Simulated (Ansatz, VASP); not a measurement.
**Al8O11 in VASP and in Ansatz**

The input INCAR:

```
PREC = Accurate
ENCUT = 520
EDIFF = 1E-6
ISMEAR = 0
SIGMA = 0.02
LREAL = Auto
LASPH = True
NELM = 80
ALGO = Normal
ISIF = 2
LWAVE = False
LCHARG = False
GGA = PE
NBANDS = 60
```

File KPOINTS:

```
Automatic mesh
0
Gamma
  5 5 3
```

The input POSCAR:

```
Al8O11
1.0
   -2.3744800000     -4.1554310000      0.0126050000
    2.4104880000     -1.3926920000     -4.3692720000
    4.7853660000     -2.8045470000      4.3557800000
Al O
8 11
Direct
    0.4984641625      0.7960030074      0.8514772361
    0.0056149849      0.2947656614      0.3540460838
    0.4959486377      0.2047507488      0.6480740366
    0.0040293212      0.7093216102      0.1483547685
    0.5214697157      0.2139267467      0.1411113244
    0.9993936233      0.6997621630      0.6476621617
    0.4992653780      0.7990193215      0.3496748764
    0.9870294982      0.2944207537      0.8663573404
    0.3438070159      0.1514972119      0.9029377159
    0.8457848842      0.6497432257      0.3988483653
    0.3450954837      0.8466615491      0.5951051863
    0.3051612963      0.4995206660      0.2462576002
    0.8035473624      0.9977726528      0.7483505496
    0.6552953392      0.8428979726      0.0952365673
    0.1521742720      0.3484955902      0.5969141313
    0.1503956408      0.6527282292      0.9034907423
    0.6556717571      0.1530376848      0.4012758293
    0.6903426660      0.4994870275      0.7498650950
    0.1954704974      0.0018988823      0.2486010583
```

Input for Ansatz:

```yaml
crystal:
  lattice:
    - [-2.37448, -4.155431, 0.012605]
    - [2.410488, -1.392692, -4.369272]
    - [4.785366, -2.804547, 4.35578]
  atoms:
    - { symbol: Al, position: [0.4984641625, 0.7960030074, 0.8514772361] }
    - { symbol: Al, position: [0.0056149849, 0.2947656614, 0.3540460838] }
    - { symbol: Al, position: [0.4959486377, 0.2047507488, 0.6480740366] }
    - { symbol: Al, position: [0.0040293212, 0.7093216102, 0.1483547685] }
    - { symbol: Al, position: [0.5214697157, 0.2139267467, 0.1411113244] }
    - { symbol: Al, position: [0.9993936233, 0.699762163, 0.6476621617] }
    - { symbol: Al, position: [0.499265378, 0.7990193215, 0.3496748764] }
    - { symbol: Al, position: [0.9870294982, 0.2944207537, 0.8663573404] }
    - { symbol: O, position: [0.3438070159, 0.1514972119, 0.9029377159] }
    - { symbol: O, position: [0.8457848842, 0.6497432257, 0.3988483653] }
    - { symbol: O, position: [0.3450954837, 0.8466615491, 0.5951051863] }
    - { symbol: O, position: [0.3051612963, 0.499520666, 0.2462576002] }
    - { symbol: O, position: [0.8035473624, 0.9977726528, 0.7483505496] }
    - { symbol: O, position: [0.6552953392, 0.8428979726, 0.0952365673] }
    - { symbol: O, position: [0.152174272, 0.3484955902, 0.5969141313] }
    - { symbol: O, position: [0.1503956408, 0.6527282292, 0.9034907423] }
    - { symbol: O, position: [0.6556717571, 0.1530376848, 0.4012758293] }
    - { symbol: O, position: [0.690342666, 0.4994870275, 0.749865095] }
    - { symbol: O, position: [0.1954704974, 0.0018988823, 0.2486010583] }
basis:
  ecutwfc: 420
kpoints:
  mp_grid: { grid: [5, 5, 3] }
hamiltonian:
  xc: pbe
scf:
  occupations: { method: gaussian, width: 0.02 }
  n_extra_bands: 9
output:
  forces: true
  stress: true
  eigenvalues: true
  populations: true
  dos:
    method: { smearing: { sigma: 0.1, scheme: gaussian } }
    projected: true
    de: 0.02
  write_density: true
  write_potential: true
  elf: true
  volumetric_format: npy
```

Alike in both runs: task single point; functional PBE; k mesh 5 × 5 × 3; occupations gaussian, width 0.02 eV; no spin polarisation.

```csv
,VASP,Ansatz
version,VASP 6.6.1,Ansatz 0.2.0
potentials or method,"VASP PAW PBE potentials, release 64 (Al, O), cutoff 520 eV","scalar-relativistic, plane waves, PAW"
valence electrons in the cell,90,90
```

```tsv
	VASP	Ansatz	Ansatz less VASP
gap on the k mesh at the Fermi level (eV)	3.59	3.58	-0.002
least direct gap on the mesh (eV)	4.01	4.01	+0.001
pressure (GPa)	-0.2	-0.1	+0.15
rms of the force components (eV/Å)	0.003	0.002	-0.0014
```

Atom by atom the forces differ by 0.002 eV/Å (rms over components). With one functional, cell and mesh, what is left measures potentials, basis and numerics.
